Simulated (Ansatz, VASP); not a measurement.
## One calculation of MgO, two programs

```
CELL_PARAMETERS angstrom
0.00000 2.13515 2.13515
2.13515 0.00000 2.13515
2.13515 2.13515 0.00000
ATOMIC_POSITIONS crystal
Mg 0.10245 0.89755 0.10245
O 0.50000 0.50000 0.50000
```

Change from the starting cell: all Mg atoms moved +0.438 Å, as atom 1 along Cartesian [0 1 0].

Alike in both runs: task single point; functional PBEsol; k mesh 10 × 10 × 10; occupations gaussian, width 0.05 eV; no spin polarisation.

```csv
,VASP,Ansatz
version,VASP 6.6.1,Ansatz 0.2.0
potentials or method,"VASP PAW PBE potentials, release 64 (Mg, O), cutoff 520 eV","scalar-relativistic, plane waves, PAW"
valence electrons in the cell,8,16
```

|  | VASP | Ansatz | Ansatz less VASP |
| --- | --- | --- | --- |
| gap on the k mesh at the Fermi level (eV) | 4.24 | 4.23 | -0.008 |
| least direct gap on the mesh (eV) | 4.24 | 4.23 | -0.008 |
| pressure (GPa) | 15.4 | 15.1 | -0.27 |
| traceless stress, the component that is largest in VASP (GPa) | 48.58 | 47.16 | -1.425 |
| rms of the force components (eV/Å) | 3.126 | 3.037 | -0.0888 |

VASP's potentials were made for PBE, not for PBEsol. Atom by atom the forces differ by 0.089 eV/Å (rms over components). VASP's potentials hold 8 valence electrons a cell and Ansatz's 16, so a difference there can come from the potentials and not from the codes.
